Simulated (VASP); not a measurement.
# Sr2ZnWS6 (Fm-3m) in VASP: single point with PBE

Aim: the single point of Sr2ZnWS6 with PBE.

All numbers are computed with VASP 6.6.1; they aren't measurements. Logs are shortened: lines on timing, memory, paths and dates and some standing lists are left out, and cuts for length are marked.

### 1 The cell of the first run

Symmetry: Fm-3m, No. 225, cubic system. The conventional cell has a = 9.378 Å, b = 9.378 Å, c = 9.378 Å, α = 90.00°, β = 90.00°, γ = 90.00°. Zn (site symmetry m-3m) has 6 S at 2.11 Å within 2.8 Å. Within 3.4 Å of W (site symmetry m-3m) lie 6 S at 2.58 Å. S (site symmetry 4mm) has 1 Zn at 2.11 Å and 1 W at 2.58 Å within 2.8 Å. Sr (site symmetry -43m) has 12 S at 3.32 Å and 4 Zn at 4.06 Å and 4 W at 4.06 Å within 4.4 Å.

### 2 Single point, PBE

INCAR reads:

```
SYSTEM = Sr2ZnWS6
PREC = Accurate
ENCUT = 520
EDIFF = 1E-6
ISMEAR = -1
SIGMA = 0.1
LREAL = .False.
LASPH = .True.
NELM = 60
ALGO = Normal
ISIF = 2
LWAVE = .False.
LCHARG = .False.
GGA = PE
NBANDS = 52
```

KPOINTS reads:

```
regular mesh
0
Gamma
  6 6 6
  0 0 0
```

POSCAR reads:

```
Sr2ZnWS6
1.0
    0.0000000000      4.6890080000      4.6890080000
    4.6890080000      0.0000000000      4.6890080000
    4.6890080000      4.6890080000      0.0000000000
Zn W S Sr
1 1 6 2
Direct
    0.5000000000      0.5000000000      0.5000000000
    0.0000000000      0.0000000000      0.0000000000
    0.7250000000      0.2750000000      0.2750000000
    0.2750000000      0.7250000000      0.2750000000
    0.2750000000      0.7250000000      0.7250000000
    0.7250000000      0.2750000000      0.7250000000
    0.2750000000      0.2750000000      0.7250000000
    0.7250000000      0.7250000000      0.2750000000
    0.2500000000      0.2500000000      0.2500000000
    0.7500000000      0.7500000000      0.7500000000
```

Potentials or basis: VASP PAW PBE potentials, release 64 (Zn, W_sv, S, Sr_sv).

Run with:

```bash
cat potpaw_PBE.64/Zn/POTCAR potpaw_PBE.64/W_sv/POTCAR potpaw_PBE.64/S/POTCAR potpaw_PBE.64/Sr_sv/POTCAR > POTCAR
mpirun -np 1 vasp_std > vasp.out
```

OUTCAR:

```text
SYSTEM = Sr2ZnWS6
   PREC = Accurate
   ENCUT = 520
   EDIFF = 1E-6
   ISMEAR = -1
   LREAL = .False.
   LASPH = .True.
   NELM = 60
   ISIF = 2
   GGA = PE

 ion  position               nearest neighbor table
   1  0.500  0.500  0.500-   3 2.11   4 2.11   5 2.11   6 2.11   7 2.11   8 2.11   9 4.06   9 4.06
                             9 4.06  10 4.06  10 4.06  10 4.06  10 4.06   9 4.06
   2  0.000  0.000  0.000-   3 2.58   4 2.58   5 2.58   6 2.58   7 2.58   8 2.58  10 4.06  10 4.06
                            10 4.06   9 4.06   9 4.06   9 4.06  10 4.06   9 4.06
   3  0.725  0.275  0.275-   1 2.11   2 2.58   9 3.32   9 3.32  10 3.32  10 3.32
   4  0.275  0.725  0.275-   1 2.11   2 2.58   9 3.32   9 3.32  10 3.32  10 3.32
   5  0.275  0.725  0.725-   1 2.11   2 2.58   9 3.32   9 3.32  10 3.32  10 3.32
   6  0.725  0.275  0.725-   1 2.11   2 2.58   9 3.32   9 3.32  10 3.32  10 3.32
   7  0.275  0.275  0.725-   1 2.11   2 2.58   9 3.32   9 3.32  10 3.32  10 3.32
   8  0.725  0.725  0.275-   1 2.11   2 2.58   9 3.32   9 3.32  10 3.32  10 3.32
   9  0.250  0.250  0.250-   3 3.32   4 3.32   7 3.32   5 3.32   6 3.32   7 3.32   4 3.32   5 3.32
                             8 3.32   3 3.32   6 3.32   8 3.32   2 4.06   2 4.06   1 4.06   2 4.06
  10  0.750  0.750  0.750-   4 3.32   5 3.32   7 3.32   3 3.32   6 3.32   7 3.32   3 3.32   4 3.32
                             8 3.32   5 3.32   6 3.32   8 3.32   1 4.06   1 4.06   1 4.06   2 4.06

  LATTYP: Found a face centered cubic cell.
 ALAT       =     9.3780160000

  Lattice vectors:

 A1 = (   0.0000000000,   4.6890080000,   4.6890080000)
 A2 = (   4.6890080000,   0.0000000000,   4.6890080000)
 A3 = (   4.6890080000,   4.6890080000,   0.0000000000)

Analysis of symmetry for initial positions (statically):
=====================================================================
 Subroutine PRICEL returns:
 Original cell was already a primitive cell.

 Routine SETGRP: Setting up the symmetry group for a
 face centered cubic supercell.

 Subroutine GETGRP returns: Found 48 space group operations
 (whereof 48 operations were pure point group operations)
 out of a pool of 48 trial point group operations.

The static configuration has the point symmetry O_h .

Analysis of symmetry for dynamics (positions and initial velocities):
=====================================================================
 Subroutine PRICEL returns:
 Original cell was already a primitive cell.

 Routine SETGRP: Setting up the symmetry group for a
 face centered cubic supercell.

 Subroutine GETGRP returns: Found 48 space group operations
 (whereof 48 operations were pure point group operations)
 out of a pool of 48 trial point group operations.

The dynamic configuration has the point symmetry O_h .

 Subroutine INISYM returns: Found 48 space group operations
 (whereof 48 operations are pure point group operations),
 and found     1 'primitive' translations

----------------------------------------------------------------------------------------

                                     Primitive cell

  volume of cell :     206.1925

  direct lattice vectors                    reciprocal lattice vectors
     0.000000000  4.689008000  4.689008000    -0.106632362  0.106632362  0.106632362
     4.689008000  0.000000000  4.689008000     0.106632362 -0.106632362  0.106632362
     4.689008000  4.689008000  0.000000000     0.106632362  0.106632362 -0.106632362

  length of vectors
     6.631258708  6.631258708  6.631258708     0.184692669  0.184692669  0.184692669

  position of ions in fractional coordinates (direct lattice)
     0.500000000  0.500000000  0.500000000
     0.000000000  0.000000000  0.000000000
     0.725000000  0.275000000  0.275000000
     0.275000000  0.725000000  0.275000000
     0.275000000  0.725000000  0.725000000
     0.725000000  0.275000000  0.725000000
     0.275000000  0.275000000  0.725000000
     0.725000000  0.725000000  0.275000000
     0.250000000  0.250000000  0.250000000
     0.750000000  0.750000000  0.750000000

  ion indices of the primitive-cell ions
   primitive index   ion index
                 1           1
                 2           2
                 3           3
                 4           4
                 5           5
                 6           6
                 7           7
                 8           8
                 9           9
                10          10

----------------------------------------------------------------------------------------

 KPOINTS: regular mesh

Automatic generation of k-mesh.
 Grid dimensions read from file:
 generate k-points for:    6    6    6

 Generating k-lattice:

  Cartesian coordinates                     Fractional coordinates (reciprocal lattice)
    -0.017772060  0.017772060  0.017772060     0.166666667  0.000000000  0.000000000
     0.017772060 -0.017772060  0.017772060     0.000000000  0.166666667  0.000000000
     0.017772060  0.017772060 -0.017772060     0.000000000  0.000000000  0.166666667

  Length of vectors
     0.030782112  0.030782112  0.030782112

  Shift w.r.t. Gamma in fractional coordinates (k-lattice)
     0.000000000  0.000000000  0.000000000

 Subroutine IBZKPT returns following result:
 ===========================================

 Found     16 irreducible k-points:

 Following reciprocal coordinates:
            Coordinates               Weight
  0.000000  0.000000  0.000000      1.000000
  0.166667  0.000000  0.000000      8.000000
  0.333333  0.000000  0.000000      8.000000
  0.500000  0.000000  0.000000      4.000000
  0.166667  0.166667  0.000000      6.000000
  0.333333  0.166667  0.000000     24.000000
[... 8 lines left out ...]
 -0.333333  0.333333  0.166667     24.000000
 -0.333333  0.500000  0.166667     12.000000
   k-points           NKPTS =     16   k-points in BZ     NKDIM =     16   number of bands    NBANDS=     52
   number of dos      NEDOS =    301   number of ions     NIONS =     10
   total plane-waves  NPLWV = 125000
   dimension x,y,z NGX =    50 NGY =   50 NGZ =   50
   dimension x,y,z NGXF=   100 NGYF=  100 NGZF=  100
   ions per type =               1   1   6   2
   NGX,Y,Z   is equivalent  to a cutoff of  12.54, 12.54, 12.54 a.u.
   NGXF,Y,Z  is equivalent  to a cutoff of  25.07, 25.07, 25.07 a.u.
 SYSTEM =  Sr2ZnWS6
   PREC   = accura    normal or accurate (medium, high low for compatibility)
   ISTART =      0    job   : 0-new  1-cont  2-samecut
   ICHARG =      2    charge: 1-file 2-atom 10-const
   ISPIN  =      1    spin polarized calculation?
   LNONCOLLINEAR =      F non collinear calculations
   LSORBIT =      F    spin-orbit coupling
   LASPH  =      T    aspherical Exc in radial PAW
   ENCUT  =  520.0 eV  38.22 Ry    6.18 a.u.  12.33 12.33 12.33*2*pi/ulx,y,z
   NELM   =     60;   NELMIN=  2; NELMDL= -5     # of ELM steps
   EDIFF  = 0.1E-05   stopping-criterion for ELM
   LREAL  =      F    real-space projection
   EDIFFG = 0.1E-04   stopping-criterion for IOM
   NSW    =      0    number of steps for IOM
   IBRION =     -1    ionic relax: 0-MD 1-quasi-New 2-CG
   NFREE  =      0    steps in history (QN), initial steepest desc. (CG)
   ISIF   =      2    stress and relaxation
   ISYM   =      2    0-nonsym 1-usesym 2-fastsym
   POTIM  = 0.5000    time-step for ionic-motion
   TEBEG  =    0.0;   TEEND  =   0.0 temperature during run
   PSTRESS=    0.0 pullay stress
   NELECT =      82.0000    total number of electrons
   NUPDOWN=      -1.0000    fix difference up-down
   EMIN   =  10.00;   EMAX   =-10.00  energy-range for DOS
   EFERMI =   0.00;   METHOD = LEGACY
   ISMEAR =    -1;   SIGMA  =   0.10  broadening in eV -4-tet -1-fermi 0-gaus
   EFERMI_NEDOS =   21; number of points for ismear=-14 and -15
   IALGO  =     38    algorithm
   IMIX   =      4    mixing-type and parameters
     AMIX     =   0.40;   BMIX     =  1.00
     AMIX_MAG =   1.60;   BMIX_MAG =  1.00
  volume/ion in A,a.u.               =      20.62       139.15
  Fermi-wavevector in a.u.,A,eV,Ry     =   1.203895  2.275031 19.719771  1.449362
  Thomas-Fermi vector in A             =   2.339635
   LORBIT       =      0    0 simple, 1 ext, 2 COOP (PROOUT), +10 PAW based schemes
   GGA     = PE    functional components
   LHFCALC =     F    Hartree Fock is set to
   AEXX    =    0.0000 exact exchange contribution
   IVDW    =     0    specifies the selected vdW correction
   LEPSILON=     F    determine dielectric tensor
   LRPA    =     F    only Hartree local field effects (RPA)
 non-spin polarized calculation
  energy-cutoff  :      520.00
  volume of cell :      206.19
 maximum number of plane-waves:      5601
 NGX is ok and might be reduce to    50
   NGX = 25   NGY = 25   NGZ = 25

 number of electron      81.9999992 magnetization

 Free energy of the ion-electron system (eV)
  ---------------------------------------------------
  ext. energy  EPLUGINS =         0.00000000
  ---------------------------------------------------
  free energy    TOTEN  =       -46.22712101 eV

  energy without entropy =      -46.04500966  energy(sigma->0) =      -46.13606533

 E-fermi :   4.9977     XC(G=0): -10.0778

 val. band max:        4.9706543286   @ k =  -0.3333   0.1667   0.0000
 cond. band min:       5.0064752895   @ k =   0.5000   0.3333   0.0000
 fundamental gap:      0.0358209609
 Fermi energy:         4.9976657992

 k-point     1 :       0.0000    0.0000    0.0000
  band No.  band energies     occupation
      1     -70.3841      2.00000
      2     -34.4487      2.00000
      3     -34.4487      2.00000
      4     -34.4487      2.00000
      5     -30.2911      2.00000
      6     -30.2868      2.00000
[... 44 lines left out ...]
     51       9.1812      0.00000
     52       9.1872      0.00000

 k-point     2 :       0.1667    0.0000    0.0000
  band No.  band energies     occupation
      1     -70.3841      2.00000
      2     -34.4487      2.00000
      3     -34.4487      2.00000
      4     -34.4487      2.00000
      5     -30.2908      2.00000
      6     -30.2870      2.00000
[... 44 lines left out ...]
     51       9.1354      0.00000
     52       9.3738      0.00000

 k-point     3 :       0.3333    0.0000    0.0000
  band No.  band energies     occupation
      1     -70.3841      2.00000
      2     -34.4487      2.00000
      3     -34.4487      2.00000
      4     -34.4487      2.00000
      5     -30.2900      2.00000
      6     -30.2878      2.00000
[... 44 lines left out ...]
     51       9.2522      0.00000
     52       9.7043      0.00000
[... 606 lines left out ...]
 k-point    15 :      -0.3333    0.3333    0.1667
  band No.  band energies     occupation
      1     -70.3841      2.00000
      2     -34.4487      2.00000
      3     -34.4487      2.00000
      4     -34.4487      2.00000
      5     -30.2889      2.00000
      6     -30.2889      2.00000
[... 44 lines left out ...]
     51       9.9833      0.00000
     52       9.9915      0.00000

 k-point    16 :      -0.3333    0.5000    0.1667
  band No.  band energies     occupation
      1     -70.3841      2.00000
      2     -34.4487      2.00000
      3     -34.4487      2.00000
      4     -34.4487      2.00000
      5     -30.2892      2.00000
      6     -30.2885      2.00000
[... 44 lines left out ...]
     51      10.0380      0.00000
     52      10.2224      0.00000

------------------------ aborting loop because EDIFF is reached ----------------------------------------

  FORCE on cell =-STRESS in cart. coord.  units (eV):
  Direction    XX          YY          ZZ          XY          YZ          ZX
  --------------------------------------------------------------------------------------
  -------------------------------------------------------------------------------------
  Total       10.1645742     10.1645742     10.1645742      0.0000000      0.0000000     -0.0000000
  in kB       78.9817691     78.9817691     78.9817691      0.0000000      0.0000000     -0.0000000
  external PRESSURE =      78.9817691 kB  Pullay stress =       0.0000000 kB

 VOLUME and BASIS-vectors are now :
 -----------------------------------------------------------------------------
  energy-cutoff  :      520.00
  volume of cell :      206.19
      direct lattice vectors                 reciprocal lattice vectors
     0.000000000  4.689008000  4.689008000    -0.106632362  0.106632362  0.106632362
     4.689008000  0.000000000  4.689008000     0.106632362 -0.106632362  0.106632362
     4.689008000  4.689008000  0.000000000     0.106632362  0.106632362 -0.106632362

 POSITION                                       TOTAL-FORCE (eV/Angst)
 -----------------------------------------------------------------------------------
      4.68901      4.68901      4.68901        -0.000000      0.000000      0.000000
      0.00000      0.00000      0.00000        -0.000000      0.000000      0.000000
      2.57895      4.68901      4.68901        -6.310708      0.000000      0.000000
      4.68901      2.57895      4.68901        -0.000000     -6.310708      0.000000
      6.79906      4.68901      4.68901         6.310708      0.000000      0.000000
      4.68901      6.79906      4.68901        -0.000000      6.310708      0.000000
      4.68901      4.68901      2.57895        -0.000000      0.000000     -6.310708
      4.68901      4.68901      6.79906        -0.000000      0.000000      6.310708
      2.34450      2.34450      2.34450        -0.000000      0.000000      0.000000
      7.03351      7.03351      7.03351        -0.000000      0.000000      0.000000
 -----------------------------------------------------------------------------------
    total drift:                               -0.000000     -0.000000     -0.000000

  FREE ENERGIE OF THE ION-ELECTRON SYSTEM (eV)
  ---------------------------------------------------
  free  energy   TOTEN  =       -46.2271210074 eV

  energy  without entropy=      -46.0450096622  energy(sigma->0) =      -46.13606533
```

It took 4.1 min on 1 thread of Intel Xeon Platinum 8259CL at 2.50GHz (Skylake/Cascade Lake), shared host; peak memory 0.45 GiB.

Results:

- Free energy: -46.2271 eV
- Pressure: 7.9 GPa
- Largest force: 6.311 eV/Å
- Band gap on the k mesh: zero (bands 41 and 42 overlap by 0.01 eV)

Forces in eV/Å, atoms in the order of the input:
```
Zn   0.000  0.000  0.000
W    0.000  0.000  0.000
S   -6.311  0.000  0.000
S    0.000 -6.311  0.000
S    6.311  0.000  0.000
S    0.000  6.311  0.000
S    0.000  0.000 -6.311
S    0.000  0.000  6.311
Sr   0.000  0.000  0.000
Sr   0.000  0.000  0.000
```

Levels at points of the mesh, in eV from the Fermi level:
```tsv
k point	band 39	band 40	band 41	band 42	band 43	band 44
(0.00, 0.00, 0.00)	-0.30	-0.30	-0.30	0.19	0.19	0.19
(0.50, 0.00, 0.00)	-0.41	0.02	0.02	0.24	0.36	0.36
(0.50, 0.50, 0.00)	-1.21	-1.21	-0.22	0.04	0.63	1.32
```

Caveat: the cell stands under pressure; spin-orbit coupling is left out, which moves the levels of the heavy elements; forces of over 1 eV/Å act on the atoms, so gaps and moduli don't describe the material at rest.
